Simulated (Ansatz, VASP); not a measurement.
CdClO in VASP and in Ansatz

INCAR

```
PREC = Accurate
ENCUT = 700
EDIFF = 1E-6
ISMEAR = -1
SIGMA = 0.05
LREAL = False
LASPH = True
NELM = 120
ALGO = Normal
ISIF = 2
LWAVE = False
LCHARG = True
GGA = PE
LELF = True
LVHAR = True
NBANDS = 42
GGA_COMPAT = False
```

File KPOINTS:

```
Automatic mesh
0
Gamma
  8 8 3
```

Contents of POSCAR:

```
CdClO
1.0
    3.8117738983      0.0000000000      0.0000000000
   -1.9058869491      3.3010930294      0.0000000000
    0.0000000000      0.0000000000      9.5625610000
Cd Cl O
2 2 2
Direct
    0.6666666667      0.3333333333      0.0190610000
    0.3333333333      0.6666666667      0.5190610000
    0.6666666667      0.3333333333      0.3387190000
    0.3333333333      0.6666666667      0.8387190000
    0.0000000000      0.0000000000      0.0792210000
    0.0000000000      0.0000000000      0.5792210000
```

Contents of input.yaml:

```yaml
crystal:
  lattice:
    - [3.8117738983, 0.0, 0.0]
    - [-1.9058869491, 3.3010930294, 0.0]
    - [0.0, 0.0, 9.562561]
  atoms:
    - { symbol: Cd, position: [0.6666666667, 0.3333333333, 0.019061] }
    - { symbol: Cd, position: [0.3333333333, 0.6666666667, 0.519061] }
    - { symbol: Cl, position: [0.6666666667, 0.3333333333, 0.338719] }
    - { symbol: Cl, position: [0.3333333333, 0.6666666667, 0.838719] }
    - { symbol: O, position: [0.0, 0.0, 0.079221] }
    - { symbol: O, position: [0.0, 0.0, 0.579221] }
hamiltonian:
  xc: pbe
  pseudopotentials: { kind: paw }
kpoints:
  mp_grid: { grid: [8, 8, 3] }
scf:
  occupations: { method: fermi_dirac, width: 0.05 }
output:
  forces: true
  stress: true
  eigenvalues: true
```

Alike in both runs: task single point; functional PBE; k mesh 8 × 8 × 3; occupations fermi-dirac, width 0.05 eV; no spin polarisation.

|  | VASP | Ansatz |
| --- | --- | --- |
| version | VASP 6.6.1 | Ansatz 0.2.0 |
| potentials or method | VASP PAW PBE potentials, release 64 (Cd_sv_GW, Cl, O) | Ansatz PAW |
| plane-wave cutoff (eV) | 700 | 420 |
| valence electrons in the cell | 66 | 66 |

Ansatz gave:

| Property | Result |
| --- | --- |
| gap on the k mesh at the Fermi level (eV) | none |
| pressure (GPa) | -2.5 |
| traceless stress, the component that is largest in VASP (GPa) | 1.77 |
| rms of the force components (eV/Å) | 0.059 |

Task: Which values does VASP return?

Result: gap on the k mesh at the Fermi level (eV): none; pressure (GPa): -2.6; traceless stress, the component that is largest in VASP (GPa): 1.74; rms of the force components (eV/Å): 0.056.

Atom by atom the forces differ by 0.003 eV/Å (rms over components). A gap of «none» marks a metal or a gap that the smearing closes. With one functional, cell and mesh, what is left measures potentials, basis and numerics.
